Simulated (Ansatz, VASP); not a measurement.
# Si5S: VASP beside Ansatz

```
Si S
1.0
     0.00000    0.00000    4.57371
     4.76405    0.00000    0.00000
     0.00000    8.25157    0.00000
Si S
10 2
Direct
  0.00000 0.14478 0.50000
  0.00000 0.64478 0.00000
  0.00000 0.67761 0.32239
  0.00000 0.17761 0.82239
  0.00000 0.17761 0.17761
  0.00000 0.67761 0.67761
  0.50000 0.00000 0.33333
  0.50000 0.50000 0.83333
  0.50000 0.50000 0.16667
  0.50000 0.00000 0.66667
  0.50000 0.00000 0.00000
  0.50000 0.50000 0.50000
```

Alike in both runs: task single point; functional PBE; k mesh 6 × 4 × 4; occupations gaussian, width 0.2 eV; no spin polarisation.

|  | VASP | Ansatz |
| --- | --- | --- |
| version | VASP 6.6.1 | Ansatz 0.2.0 |
| potentials or method | VASP PAW PBE potentials, release 64 (Si, S), cutoff 520 eV | scalar-relativistic, plane waves, PAW |
| valence electrons in the cell | 52 | 52 |

|  | VASP | Ansatz | Ansatz less VASP |
| --- | --- | --- | --- |
| gap on the k mesh at the Fermi level (eV) | none | none | - |
| pressure (GPa) | 0.0 | 0.1 | +0.04 |
| traceless stress, the component that is largest in VASP (GPa) | -1.55 | -1.56 | -0.013 |
| rms of the force components (eV/Å) | 0.041 | 0.041 | -0.0002 |

Atom by atom the forces differ by 0.000 eV/Å (rms over components). A gap of «none» marks a metal or a gap that the smearing closes.
